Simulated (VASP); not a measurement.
Runs of VASP 6.6.1 on AlN. The structure is that of space group Fm-3m (No. 225), or close to it. The cells are those of the table. 

```tsv
level	cell	k mesh	gap on the mesh (eV)	pressure (GPa)
PBE	a = 2.855 Å, angles 60.0°, 2 atoms	10 × 10 × 10	4.65	(a)
r2SCAN	a = 2.883 Å, angles 60.0°, 2 atoms	10 × 10 × 10	5.23	-8.5
r2SCAN	a = 2.826 Å, angles 60.0°, 2 atoms	10 × 10 × 10	5.84	8.1
PBE	a = 2.849 Å, angles 60.0°, 2 atoms	8 × 8 × 8	4.71	7.9
PBE	a = 2.935 Å, angles 60.0°, 2 atoms	8 × 8 × 8	3.87	-13.3
r2SCAN	a = 2.797 Å, angles 60.0°, 2 atoms	10 × 10 × 10	(b)	18.4
PBE	a = 2.878 Å, angles 60.0°, 2 atoms	8 × 8 × 8	4.41	-0.3
r2SCAN	a = 2.911 Å, angles 60.0°, 2 atoms	10 × 10 × 10	4.95	-15.1
```

Alike in all rows: task single point; potentials or basis VASP PAW PBE potentials, release 64 (Al, N); no spin polarisation; cutoff (eV) 520; smearing gaussian 0.01 eV.

Q: Fill in the values left out.

A: (a) 6.1; (b) 5.86.

Caveats: the PAW data sets were made with another functional, which shifts forces and pressure a little (some runs).

A k mesh can miss the band edges.
